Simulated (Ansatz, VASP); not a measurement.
Ge: VASP beside Ansatz

The input INCAR:

```
  ALGO = Normal
  EDIFF = 1E-6
  ENCUT = 500
  GGA = PE
  GGA_COMPAT = F
  ISIF = 2
  ISMEAR = -4
  LASPH = T
  LCHARG = F
  LREAL = F
  LWAVE = F
  NBANDS = 13
  NELM = 120
  PREC = Accurate
  SIGMA = 0.1
```

The input KPOINTS:

```
k-points
0
Gamma
  10 10 10
```

The input POSCAR:

```
Ge
1.0
    0.0000000000      2.0983605250      2.0983605250
    2.0983605250      0.0000000000      2.0983605250
    2.0983605250      2.0983605250      0.0000000000
Ge
1
Direct
    0.0000000000      0.0000000000      0.0000000000
```

Input for Ansatz:

```yaml
crystal:
  lattice:
    - [0.0, 2.098360525, 2.098360525]
    - [2.098360525, 0.0, 2.098360525]
    - [2.098360525, 2.098360525, 0.0]
  atoms:
    - { symbol: Ge, position: [0.0, 0.0, 0.0] }
basis:
  ecutwfc: 420
kpoints:
  mp_grid: { grid: [10, 10, 10] }
hamiltonian:
  xc: pbe
scf:
  occupations: { method: tetrahedron_uncorrected }
output:
  forces: true
  stress: true
  eigenvalues: true
```

Alike in both runs: task single point; functional PBE; k mesh 10 × 10 × 10; no spin polarisation.

|  | VASP | Ansatz |
| --- | --- | --- |
| version | VASP 6.6.1 | Ansatz 0.2.0 |
| potentials or method | VASP PAW PBE potentials, release 64 (Ge_d), cutoff 500 eV | scalar-relativistic, plane waves, PAW |
| occupations | tetrahedron | tetrahedron-uncorrected |
| valence electrons in the cell | 14 | 14 |

|  | VASP | Ansatz | Ansatz less VASP |
| --- | --- | --- | --- |
| gap on the k mesh at the Fermi level (eV) | none | none | - |
| pressure (GPa) | 6.3 | 6.4 | +0.14 |

A gap of «none» marks a metal or a gap that the smearing closes. Ansatz's warnings: band table not solved further.
